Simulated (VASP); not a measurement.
# GeW: single point with PBE

GeW:

```xyz
2
Lattice="0.0000 2.5776 2.5776 2.5776 0.0000 2.5776 2.5776 2.5776 0.0000" Properties=species:S:1:pos:R:3 pbc="T T T"
Ge    2.5776    2.5776    2.5776
W     0.0000    0.0000    0.0000
```

| Quantity | Value |
| --- | --- |
| Program | VASP 6.6.1 |
| Task | single point |
| Functional | PBE |
| Potentials or basis | VASP PAW PBE potentials, release 64 (Ge_d, W_sv) |
| Cutoff | 520 eV |
| k mesh | 9 × 9 × 9 |
| Occupations | gaussian, width 0.027 eV |
| Spin | no spin polarisation |

```
Pressure               : 0.4 GPa
Band gap on the k mesh : zero (band 14 reaches 9.59 eV, above the bottom of band 15 at 7.88 eV)
```

Levels at points of the mesh, in eV from the Fermi level:
| k point | band 11 | band 12 | band 13 | band 14 | band 15 | band 16 | band 17 | band 18 |
| --- | --- | --- | --- | --- | --- | --- | --- | --- |
| (0.00, 0.00, 0.00) | -1.60 | -1.60 | -1.60 | -0.86 | -0.86 | 2.45 | 2.45 | 2.45 |

Run time: 17 s on 1 thread of AMD EPYC 9R45 96-Core Processor (Zen 5), with other jobs on the host, peak memory 0.14 GiB.

Caveat: spin-orbit coupling is left out, which moves the levels of the heavy elements.
